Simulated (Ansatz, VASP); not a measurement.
# One calculation of SnTe, two programs

```
Sn Te
1.0
     0.00000    3.69351    3.69351
     3.69351    0.00000    3.69351
     3.69351    3.69351    0.00000
Sn Te
1 1
Direct
  0.00000 0.00000 0.00000
  0.75000 0.75000 0.75000
```

Alike in both runs: task single point; functional RPBE; k mesh 4 × 4 × 4; occupations gaussian, width 0.1 eV; no spin polarisation.

```csv
,VASP,Ansatz
version,VASP 6.6.1,Ansatz 0.2.0
potentials or method,"VASP PAW PBE potentials, release 64 (Sn_d, Te)","scalar-relativistic, plane waves, norm-conserving potentials"
plane-wave cutoff (eV),500,1120
valence electrons in the cell,20,30
```

```csv
,VASP,Ansatz,Ansatz less VASP
gap on the k mesh at the Fermi level (eV),0.36,0.36,-0.001
least direct gap on the mesh (eV),0.93,0.93,0.000
pressure (GPa),-0.7,-0.6,+0.02
```

VASP's potentials were made for PBE, not for RPBE. VASP's potentials hold 20 valence electrons a cell and Ansatz's 30, so a difference there can come from the potentials and not from the codes.

Spin-orbit coupling is off throughout.
